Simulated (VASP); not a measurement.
## MnO: single point with PBE

The system is MnO.

```
CELL_PARAMETERS angstrom
3.10053 0.00000 0.00000
-1.55026 2.68514 0.00000
0.00000 0.00000 5.32715
ATOMIC_POSITIONS crystal
Mn 0.00000 0.00000 0.00000
Mn 0.00000 0.00000 0.50000
O 0.33333 0.66667 0.25000
O 0.66667 0.33333 0.75000
```

* Program: VASP 6.6.1
* Task: single point
* Functional: PBE
* Potentials or basis: VASP PAW PBE potentials, release 64 (Mn_pv, O)
* Cutoff: 520 eV
* k mesh: 12 × 12 × 8
* Occupations: gaussian, width 0.05 eV
* Spin: collinear spin, antiferromagnetic start
* Starting moments: [4.35, -4.35, 0.0, 0.0] μB

The pressure is -2.5 GPa, the band gap on the k mesh is 0.93 eV (least direct gap 0.99 eV) and the net moment is 0.00 μB per cell. The site moments are Mn +4.24, -4.24; O +0.00 μB and the valence electrons inside the program's atomic spheres are Mn 11.39; O 4.96.

Stress tensor (GPa, compression positive):
```
-2.57  0.00  0.00
 0.00 -2.57  0.00
 0.00  0.00 -2.47
```

Levels at points of the mesh, in eV from the valence-band top:
Spin up:
```tsv
k point	band 16	band 17	band 18	band 19	band 20	band 21	band 22	band 23
(0.00, 0.00, 0.00)	-2.04	-2.04	-0.64	-0.64	0.93	2.24	2.24	2.29
(0.50, 0.00, 0.00)	-1.35	-1.22	-0.42	-0.27	1.33	2.95	3.01	3.60
(0.00, 0.00, 0.50)	-1.99	-1.91	-0.03	-0.03	1.41	2.08	2.08	3.20
(0.50, 0.00, 0.50)	-1.35	-1.17	-0.07	0.00	0.99	2.73	3.00	3.33
```
Spin down:
| k point | band 16 | band 17 | band 18 | band 19 | band 20 | band 21 | band 22 | band 23 |
| --- | --- | --- | --- | --- | --- | --- | --- | --- |
| (0.00, 0.00, 0.00) | -2.04 | -2.04 | -0.64 | -0.64 | 0.93 | 2.24 | 2.24 | 2.29 |
| (0.50, 0.00, 0.00) | -1.35 | -1.22 | -0.42 | -0.27 | 1.33 | 2.95 | 3.01 | 3.60 |
| (0.00, 0.00, 0.50) | -1.99 | -1.91 | -0.03 | -0.03 | 1.41 | 2.08 | 2.08 | 3.20 |
| (0.50, 0.00, 0.50) | -1.34 | -1.17 | -0.07 | 0.00 | 0.99 | 2.73 | 3.00 | 3.32 |

It took 5.5 min on 1 thread of Intel Xeon 8259CL, with other jobs on the host, peak memory 0.31 GiB.

A k mesh can miss the band edges.
